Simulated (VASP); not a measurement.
A run of VASP 6.6.1:

File INCAR:

```
ALGO     = Normal         # electronic algorithm
EDIFF    = 1E-6           # SCF threshold, eV
ENCUT    = 520            # plane-wave cutoff, eV
GGA      = CA             # functional
ISIF     = 2              # what is computed and relaxed
ISMEAR   = -1             # smearing method
LASPH    = True           # aspherical terms in the spheres
LCHARG   = False          # write CHGCAR
LREAL    = False          # projectors in reciprocal space
LWAVE    = False          # write WAVECAR
NBANDS   = 7              # bands
NELM     = 60             # most SCF steps
PREC     = Accurate       # precision mode
SIGMA    = 0.1            # smearing width, eV
```

File KPOINTS:

```
k-points
0
Gamma
  16 16 16
```

File POSCAR:

```
Mg
1.0
   -1.6380884727      1.6380884727      1.6380884727
    1.6380884727     -1.6380884727      1.6380884727
    1.6380884727      1.6380884727     -1.6380884727
Mg
1
Direct
    0.0000000000      0.0000000000      0.0000000000
```

Potentials or basis: VASP PAW LDA potentials, release 64 (Mg).

Run with:

```bash
$ cat potpaw_LDA.64/Mg/POTCAR > POTCAR
$ mpirun -np 1 vasp_std > vasp.out
```

Hardware: 1 thread of Intel Xeon 8259CL, on a shared host.

Estimate the wall time of this run.

Run time: 18 s on 1 thread of Intel Xeon 8259CL, on a shared host, peak memory 0.14 GiB. Counts: scf iterations 9, k points 145.
